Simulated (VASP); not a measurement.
# CaO (I4_1md) in VASP: notebook

Runs on CaO. Level: PBE. Tasks: single point, relaxation of cell and atoms.

Everything below comes from runs of VASP 6.6.1. Logs are shortened: lines on timing, memory, paths and dates and some standing lists are left out, and cuts for length are marked.

## 1. The cell of the first run

It takes space group I4_1md (No. 109, tetragonal). Conventional cell: a = 3.107 Å, b = 3.107 Å, c = 11.643 Å, α = 90.00°, β = 90.00°, γ = 90.00°. Ca (site symmetry 2mm) has 6 O at 2.41 to 2.47 Å and 8 Ca at 3.11 to 3.30 Å within 3.3 Å. O (site symmetry 2mm) has 6 Ca at 2.41 to 2.47 Å and 8 O at 3.11 to 3.30 Å within 3.3 Å.

The cell was built from a structure type or drawn by symmetry, and may not be a known phase.

## 2. Single point, PBE

File INCAR:

```
PREC = Accurate
ENCUT = 520
EDIFF = 1E-6
ISMEAR = 0
SIGMA = 0.1
LREAL = F
LASPH = T
NELM = 80
ALGO = Normal
ISIF = 2
LWAVE = F
LCHARG = F
GGA = PE
NBANDS = 24
```

File KPOINTS:

```
regular mesh
0
Gamma
  8 8 8
```

File POSCAR:

```
CaO
1.0
   -1.5535680550      1.5535680550      5.8213580173
    1.5535680550     -1.5535680550      5.8213580173
    1.5535680550      1.5535680550     -5.8213580173
Ca O
2 2
Direct
    0.5423487592      0.5423487592      0.0000000000
    0.2923487592      0.7923487592      0.5000000000
    0.9576512408      0.9576512408      0.0000000000
    0.7076512408      0.2076512408      0.5000000000
```

Potentials or basis: VASP PAW PBE potentials, release 64 (Ca_sv, O).

The run is started by

```sh
$ cat potpaw_PBE.64/Ca_sv/POTCAR potpaw_PBE.64/O/POTCAR > POTCAR
$ mpirun -np 1 vasp_std > vasp.out
```

OUTCAR:

```text
PREC = Accurate
   ENCUT = 520
   EDIFF = 1E-6
   ISMEAR = 0
   LREAL = F
   LASPH = T
   NELM = 80
   ISIF = 2
   GGA = PE

 ion  position               nearest neighbor table
   1  0.542  0.542  0.000-   3 2.41   3 2.41   3 2.41   3 2.41   4 2.47   4 2.47
   2  0.292  0.792  0.500-   4 2.41   4 2.41   4 2.41   4 2.41   3 2.47   3 2.47
   3  0.958  0.958  0.000-   1 2.41   1 2.41   1 2.41   1 2.41   2 2.47   2 2.47
   4  0.708  0.208  0.500-   2 2.41   2 2.41   2 2.41   2 2.41   1 2.47   1 2.47

  LATTYP: Found a body centered tetragonal cell.
 ALAT       =     3.1071361100
 C/A-ratio  =     3.7470891594

  Lattice vectors:

 A1 = (  -1.5535680550,   1.5535680550,   5.8213580173)
 A2 = (   1.5535680550,  -1.5535680550,   5.8213580173)
 A3 = (   1.5535680550,   1.5535680550,  -5.8213580173)

Analysis of symmetry for initial positions (statically):
=====================================================================
 Subroutine PRICEL returns:
 Original cell was already a primitive cell.

 Routine SETGRP: Setting up the symmetry group for a
 body centered tetragonal supercell.

 Subroutine GETGRP returns: Found  8 space group operations
 (whereof  4 operations were pure point group operations)
 out of a pool of 16 trial point group operations.

The static configuration has the point symmetry C_2v.
 The point group associated with its full space group is C_4v.

Analysis of symmetry for dynamics (positions and initial velocities):
=====================================================================
 Subroutine PRICEL returns:
 Original cell was already a primitive cell.

 Routine SETGRP: Setting up the symmetry group for a
 body centered tetragonal supercell.

 Subroutine GETGRP returns: Found  8 space group operations
 (whereof  4 operations were pure point group operations)
 out of a pool of 16 trial point group operations.

The dynamic configuration has the point symmetry C_2v.
 The point group associated with its full space group is C_4v.

 Subroutine INISYM returns: Found  8 space group operations
 (whereof  4 operations are pure point group operations),
 and found     1 'primitive' translations

----------------------------------------------------------------------------------------

                                     Primitive cell

  volume of cell :      56.2011

  direct lattice vectors                    reciprocal lattice vectors
    -1.553568055  1.553568055  5.821358017     0.000000000  0.321839779  0.085890612
     1.553568055 -1.553568055  5.821358017     0.321839779  0.000000000  0.085890612
     1.553568055  1.553568055 -5.821358017     0.321839779  0.321839779  0.000000000

  length of vectors
     6.222166549  6.222166549  6.222166549     0.333103649  0.333103649  0.455150181

  position of ions in fractional coordinates (direct lattice)
     0.542348759  0.542348759  0.000000000
     0.292348759  0.792348759  0.500000000
     0.957651241  0.957651241  0.000000000
     0.707651241  0.207651241  0.500000000

  ion indices of the primitive-cell ions
   primitive index   ion index
                 1           1
                 2           2
                 3           3
                 4           4

----------------------------------------------------------------------------------------

 KPOINTS: regular mesh

Automatic generation of k-mesh.
 Grid dimensions read from file:
 generate k-points for:    8    8    8

 Generating k-lattice:

  Cartesian coordinates                     Fractional coordinates (reciprocal lattice)
     0.000000000  0.040229972  0.010736326     0.125000000  0.000000000  0.000000000
     0.040229972  0.000000000  0.010736326     0.000000000  0.125000000  0.000000000
     0.040229972  0.040229972  0.000000000     0.000000000  0.000000000  0.125000000

  Length of vectors
     0.041637956  0.041637956  0.056893773

  Shift w.r.t. Gamma in fractional coordinates (k-lattice)
     0.000000000  0.000000000  0.000000000

 Subroutine IBZKPT returns following result:
 ===========================================

 Found     59 irreducible k-points:

 Following reciprocal coordinates:
            Coordinates               Weight
  0.000000  0.000000  0.000000      1.000000
  0.125000  0.000000  0.000000      8.000000
  0.250000  0.000000  0.000000      8.000000
  0.375000  0.000000  0.000000      8.000000
  0.500000  0.000000  0.000000      4.000000
  0.125000  0.125000  0.000000      8.000000
[... 16 lines left out ...]
  0.250000  0.125000  0.125000     16.000000
  0.375000  0.125000  0.125000      8.000000
 [... further k-points ...]
   k-points           NKPTS =     59   k-points in BZ     NKDIM =     59   number of bands    NBANDS=     24
   number of dos      NEDOS =    301   number of ions     NIONS =      4
   total plane-waves  NPLWV = 110592
   dimension x,y,z NGX =    48 NGY =   48 NGZ =   48
   dimension x,y,z NGXF=    96 NGYF=   96 NGZF=   96
   ions per type =               2   2
   NGX,Y,Z   is equivalent  to a cutoff of  12.82, 12.82, 12.82 a.u.
   NGXF,Y,Z  is equivalent  to a cutoff of  25.65, 25.65, 25.65 a.u.
 SYSTEM =  unknown system
   PREC   = accura    normal or accurate (medium, high low for compatibility)
   ISTART =      0    job   : 0-new  1-cont  2-samecut
   ICHARG =      2    charge: 1-file 2-atom 10-const
   ISPIN  =      1    spin polarized calculation?
   LNONCOLLINEAR =      F non collinear calculations
   LSORBIT =      F    spin-orbit coupling
   LASPH  =      T    aspherical Exc in radial PAW
   ENCUT  =  520.0 eV  38.22 Ry    6.18 a.u.  11.57 11.57 11.57*2*pi/ulx,y,z
   NELM   =     80;   NELMIN=  2; NELMDL= -5     # of ELM steps
   EDIFF  = 0.1E-05   stopping-criterion for ELM
   LREAL  =      F    real-space projection
   EDIFFG = 0.1E-04   stopping-criterion for IOM
   NSW    =      0    number of steps for IOM
   IBRION =     -1    ionic relax: 0-MD 1-quasi-New 2-CG
   NFREE  =      0    steps in history (QN), initial steepest desc. (CG)
   ISIF   =      2    stress and relaxation
   ISYM   =      2    0-nonsym 1-usesym 2-fastsym
   POTIM  = 0.5000    time-step for ionic-motion
   TEBEG  =    0.0;   TEEND  =   0.0 temperature during run
   PSTRESS=    0.0 pullay stress
   NELECT =      32.0000    total number of electrons
   NUPDOWN=      -1.0000    fix difference up-down
   EMIN   =  10.00;   EMAX   =-10.00  energy-range for DOS
   EFERMI =   0.00;   METHOD = LEGACY
   ISMEAR =     0;   SIGMA  =   0.10  broadening in eV -4-tet -1-fermi 0-gaus
   EFERMI_NEDOS =   21; number of points for ismear=-14 and -15
   IALGO  =     38    algorithm
   IMIX   =      4    mixing-type and parameters
     AMIX     =   0.40;   BMIX     =  1.00
     AMIX_MAG =   1.60;   BMIX_MAG =  1.00
  volume/ion in A,a.u.               =      14.05        94.82
  Fermi-wavevector in a.u.,A,eV,Ry     =   1.356886  2.564142 25.050207  1.841138
  Thomas-Fermi vector in A             =   2.483851
   LORBIT       =      0    0 simple, 1 ext, 2 COOP (PROOUT), +10 PAW based schemes
   GGA     = PE    functional components
   LHFCALC =     F    Hartree Fock is set to
   AEXX    =    0.0000 exact exchange contribution
   IVDW    =     0    specifies the selected vdW correction
   LEPSILON=     F    determine dielectric tensor
   LRPA    =     F    only Hartree local field effects (RPA)
 non-spin polarized calculation
 Gauss-broadening in eV      SIGMA  =   0.10
  energy-cutoff  :      520.00
  volume of cell :       56.20
 maximum number of plane-waves:      1532
 NGX is ok and might be reduce to    48
   NGX = 23   NGY = 23   NGZ = 23

 number of electron      32.0000000 magnetization

 Free energy of the ion-electron system (eV)
  ---------------------------------------------------
  ext. energy  EPLUGINS =         0.00000000
  ---------------------------------------------------
  free energy    TOTEN  =       -24.43926905 eV

  energy without entropy =      -24.43926905  energy(sigma->0) =      -24.43926905

 E-fermi :   3.1225     XC(G=0): -10.4034

 val. band max:        2.5677461157   @ k =   0.5000   0.5000   0.5000
 cond. band min:       6.0137491412   @ k =   0.0000   0.0000   0.0000
 fundamental gap:      3.4460030255
 Fermi energy:         3.1224610667

 k-point     1 :       0.0000    0.0000    0.0000
  band No.  band energies     occupation
      1     -35.7324      2.00000
      2     -35.6403      2.00000
      3     -17.4330      2.00000
      4     -16.4961      2.00000
      5     -16.4824      2.00000
      6     -16.4824      2.00000
[... 16 lines left out ...]
     23      10.7325      0.00000
     24      11.0864      0.00000

 k-point     2 :       0.1250    0.0000    0.0000
  band No.  band energies     occupation
      1     -35.7171      2.00000
      2     -35.6309      2.00000
      3     -17.3776      2.00000
      4     -16.6457      2.00000
      5     -16.5120      2.00000
      6     -16.4720      2.00000
[... 16 lines left out ...]
     23      10.4990      0.00000
     24      10.7748      0.00000

 k-point     3 :       0.2500    0.0000    0.0000
  band No.  band energies     occupation
      1     -35.6794      2.00000
      2     -35.6088      2.00000
      3     -17.2525      2.00000
      4     -17.0136      2.00000
      5     -16.7789      2.00000
      6     -16.5062      2.00000
[... 16 lines left out ...]
     23      10.2249      0.00000
     24      10.6299      0.00000

 k-point     4 :       0.3750    0.0000    0.0000
  band No.  band energies     occupation
      1     -35.6396      2.00000
      2     -35.5884      2.00000
      3     -17.3617      2.00000
      4     -17.2241      2.00000
      5     -16.8876      2.00000
      6     -16.5443      2.00000
[... 16 lines left out ...]
     23      10.6110      0.00000
     24      10.6335      0.00000

 k-point     5 :       0.5000    0.0000    0.0000
  band No.  band energies     occupation
      1     -35.6218      2.00000
      2     -35.5810      2.00000
      3     -17.4914      2.00000
      4     -17.2888      2.00000
      5     -16.8377      2.00000
      6     -16.5752      2.00000
[... 451 lines left out ...]
 k-point    22 :       0.1250    0.1250    0.1250
  band No.  band energies     occupation
      1     -35.6324      2.00000
      2     -35.5751      2.00000
      3     -17.0922      2.00000
      4     -16.9794      2.00000
      5     -16.8337      2.00000
      6     -16.7388      2.00000
[... 16 lines left out ...]
     23      10.3267      0.00000
     24      10.8261      0.00000

 k-point    23 :       0.2500    0.1250    0.1250
  band No.  band energies     occupation
      1     -35.5945      2.00000
      2     -35.5552      2.00000
      3     -17.1927      2.00000
      4     -17.0721      2.00000
      5     -16.8401      2.00000
      6     -16.7755      2.00000
[... 16 lines left out ...]
     23      10.7806      0.00000
     24      10.9894      0.00000

 k-point    24 :       0.3750    0.1250    0.1250
  band No.  band energies     occupation
      1     -35.5774      2.00000
      2     -35.5483      2.00000
      3     -17.2985      2.00000
      4     -17.1374      2.00000
      5     -16.7865      2.00000
      6     -16.7475      2.00000
[... 16 lines left out ...]
     23      10.9587      0.00000
     24      11.2699      0.00000

 [... further k-points ...]
[... 5 lines left out ...]
  --------------------------------------------------------------------------------------
  -------------------------------------------------------------------------------------
  Total        0.1575726      0.1575726      0.1444698      0.0000000      0.0000000      0.0000000
  in kB        4.4920685      4.4920685      4.1185366      0.0000000      0.0000000      0.0000000
  external PRESSURE =       4.3675579 kB  Pullay stress =       0.0000000 kB

 VOLUME and BASIS-vectors are now :
 -----------------------------------------------------------------------------
  energy-cutoff  :      520.00
  volume of cell :       56.20
      direct lattice vectors                 reciprocal lattice vectors
    -1.553568055  1.553568055  5.821358017     0.000000000  0.321839779  0.085890612
     1.553568055 -1.553568055  5.821358017     0.321839779  0.000000000  0.085890612
     1.553568055  1.553568055 -5.821358017     0.321839779  0.321839779  0.000000000

 POSITION                                       TOTAL-FORCE (eV/Angst)
 -----------------------------------------------------------------------------------
      0.00000      0.00000      6.31441         0.000000      0.000000      0.009597
      1.55357      0.00000      3.40373         0.000000      0.000000      0.009597
      0.00000      0.00000     11.14966        -0.000000     -0.000000     -0.009597
      0.00000      1.55357      2.41762        -0.000000     -0.000000     -0.009597
 -----------------------------------------------------------------------------------
    total drift:                               -0.000000     -0.000000     -0.000416

  FREE ENERGIE OF THE ION-ELECTRON SYSTEM (eV)
  ---------------------------------------------------
  free  energy   TOTEN  =       -24.4392690490 eV

  energy  without entropy=      -24.4392690490  energy(sigma->0) =      -24.43926905
```

Run time: 3.5 min. Hardware: 1 thread of Intel Xeon Platinum 8259CL at 2.50GHz (Skylake/Cascade Lake), shared host; peak memory 0.34 GiB.

Results:

```yaml
Free_energy: -24.4393 eV
Pressure: 0.4 GPa
Largest_force: 0.010 eV/Å
Band_gap_on_the_k_mesh: 3.45 eV (least direct gap 3.51 eV)
```

Forces in eV/Å, atoms in the order of the input:
```
Ca   0.000  0.000  0.010
Ca   0.000  0.000  0.010
O    0.000  0.000 -0.010
O    0.000  0.000 -0.010
```

## 3. Relaxation of cell and atoms, PBE

This run uses another cell than the first one, of 13.12 Å³/atom.

File INCAR:

```
SYSTEM = CaO
PREC = Accurate ; ENCUT = 600
EDIFF = 1E-6 ; ISMEAR = 0
SIGMA = 0.1 ; LREAL = .False.
LASPH = .True. ; NELM = 60
ALGO = Normal ; ISIF = 3
LWAVE = .False. ; LCHARG = .False.
GGA = PE ; IBRION = 2
NSW = 90 ; EDIFFG = -0.04
```

File KPOINTS:

```
regular mesh
0
Gamma
  8 8 8
  0 0 0
```

File POSCAR:

```
CaO
1.0
   -1.5711316400      1.5711316400      5.3164580300
    1.5711316400     -1.5711316400      5.3164580300
    1.5711316400      1.5711316400     -5.3164580300
Ca O
2 2
Direct
    0.5420000000      0.5420000000      0.0000000000
    0.2920000000      0.7920000000      0.5000000000
    0.9580000000      0.9580000000      0.0000000000
    0.7080000000      0.2080000000      0.5000000000
```

Potentials or basis: VASP PAW PBE potentials, release 64 (Ca_sv, O).

The run is started by

```sh
$ cat potpaw_PBE.64/Ca_sv/POTCAR potpaw_PBE.64/O/POTCAR > POTCAR
$ mpirun -np 1 vasp_std > vasp.out
```

Run time: 13 min. Hardware: 1 thread of Intel Xeon Platinum 8259CL at 2.50GHz (Skylake/Cascade Lake), shared host; peak memory 0.36 GiB.

The run converged. Its results:

```
Free energy                           : -24.4387 eV
Relaxed volume                        : 14.12 Å³/atom
Relaxed cell                          : a = 6.233 Å, b = 6.233 Å, c = 6.233 Å, α = 151.09°, β = 151.09°, γ = 41.34°
Space group after relaxing (to 0.1 Å) : I4_1md (No. 109)
Energy gained by relaxing             : 72.4 meV/atom
Ionic steps                           : 7
Pressure after relaxing               : 0.0 GPa
Largest force after relaxing          : 0.037 eV/Å
Band gap on the k mesh                : 3.44 eV (least direct gap 3.50 eV)
```

Forces on the atoms (eV/Å):
```
Ca   0.000  0.000  0.037
Ca   0.000  0.000  0.037
O    0.000  0.000 -0.037
O    0.000  0.000 -0.037
```

Step by step:
```
step  energy change (eV)  largest force (eV/Å)  pressure (GPa)  volume (Å³)
   1              0.0000                0.0817            7.24        52.49
   2             -0.2621                0.0300           -1.27        57.04
   3             -0.2667                0.0223           -2.60        57.95
   4             -0.2669                0.0241           -2.40        57.81
   5             -0.2889                0.0500            0.11        56.44
   6             -0.2892                0.0467           -0.16        56.58
   7             -0.2897                0.0369           -0.03        56.47
```

Final structure:
```xyz
4
Lattice="-1.5558 1.5558 5.8323 1.5558 -1.5558 5.8323 1.5558 1.5558 -5.8323" Properties=species:S:1:pos:R:3 pbc="T T T"
Ca    0.0000    0.0000    6.3202
Ca    1.5558    0.0000    3.4040
O     0.0000    0.0000   11.1766
O     0.0000    1.5558    2.4282
```

Levels at points of the mesh, in eV from the valence-band top:
```csv
k point,band 13,band 14,band 15,band 16,band 17,band 18,band 19,band 20
"(0.00, 0.00, 0.00)",-0.38,-0.38,-0.07,-0.07,3.44,4.13,5.21,6.32
"(0.50, 0.00, 0.00)",-1.07,-0.66,-0.41,-0.30,4.18,5.03,6.36,7.30
"(0.50, 0.50, 0.00)",-1.74,-1.74,-0.87,-0.87,5.16,5.16,6.90,6.90
"(0.50, 0.50, 0.50)",-0.45,-0.45,0.00,0.00,3.76,3.76,6.46,6.46
```

A k mesh can miss the band edges.
